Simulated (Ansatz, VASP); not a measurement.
## Ba2SO in VASP and in Ansatz

File POSCAR:

```
Ba2SO
1.0
    4.3772132874      0.0000000000      0.0000000000
    0.0000000000      4.3772132874      0.0000000000
    0.0000000000      0.0000000000      6.1967312264
O Ba S
1 2 1
Direct
    0.0000000000      0.0000000000      0.0000000000
    0.0000000000      0.0000000000      0.5000000000
    0.5000000000      0.5000000000      0.0000000000
    0.5000000000      0.5000000000      0.5000000000
```

The input INCAR.step1:

```
SYSTEM = Ba2SO
  PREC = Accurate
  ENCUT = 520
  ISMEAR = 0
  SIGMA = 0.01
  LREAL = .FALSE.
  LASPH = .TRUE.
  NELM = 60
  NBANDS = 24
  GGA = PE
  ALGO = Normal
  EDIFF = 1E-4
  LWAVE = .TRUE.
  LCHARG = .FALSE.
```

File INCAR.step2:

```
SYSTEM = Ba2SO
  PREC = Accurate
  ENCUT = 520
  EDIFF = 1E-7
  ISMEAR = 0
  SIGMA = 0.01
  LREAL = .FALSE.
  LASPH = .TRUE.
  NELM = 60
  ALGO = Normal
  ISIF = 2
  LWAVE = .FALSE.
  LCHARG = .TRUE.
  METAGGA = R2SCAN
  LMIXTAU = .TRUE.
  LELF = .TRUE.
  LVHAR = .TRUE.
  NBANDS = 24
  ISTART = 1
```

Contents of KPOINTS:

```
Automatic mesh
0
G
  6 6 4
  0 0 0
```

Input for Ansatz:

```yaml
crystal:
  lattice:
    - [4.3772132874, 0.0, 0.0]
    - [0.0, 4.3772132874, 0.0]
    - [0.0, 0.0, 6.1967312264]
  atoms:
    - { symbol: O, position: [0.0, 0.0, 0.0] }
    - { symbol: Ba, position: [0.0, 0.0, 0.5] }
    - { symbol: S, position: [0.5, 0.5, 0.5] }
    - { symbol: Ba, position: [0.5, 0.5, 0.0] }
kpoints:
  mp_grid: { grid: [6, 6, 4] }
hamiltonian:
  xc: r2scan
scf:
  occupations: { method: fixed }
  n_extra_bands: 5
output:
  forces: true
  stress: true
  eigenvalues: true
```

Alike in both runs: task single point; functional r2SCAN; k mesh 6 × 6 × 4; no spin polarisation.

```csv
,VASP,Ansatz
version,VASP 6.6.1,Ansatz 0.2.0
potentials or method,"VASP PAW PBE potentials, release 64 (O, Ba_sv, S)","plane waves, PAW"
plane-wave cutoff (eV),520,500
occupations,"gaussian, width 0.01 eV",fixed
valence electrons in the cell,32,32
```

```tsv
	VASP	Ansatz	Ansatz less VASP
gap on the k mesh at the Fermi level (eV)	1.94	2.00	+0.060
pressure (GPa)	-2.0	-2.7	-0.65
```

VASP's potentials were made for PBE, not for r2SCAN.

Spin-orbit coupling is off throughout.
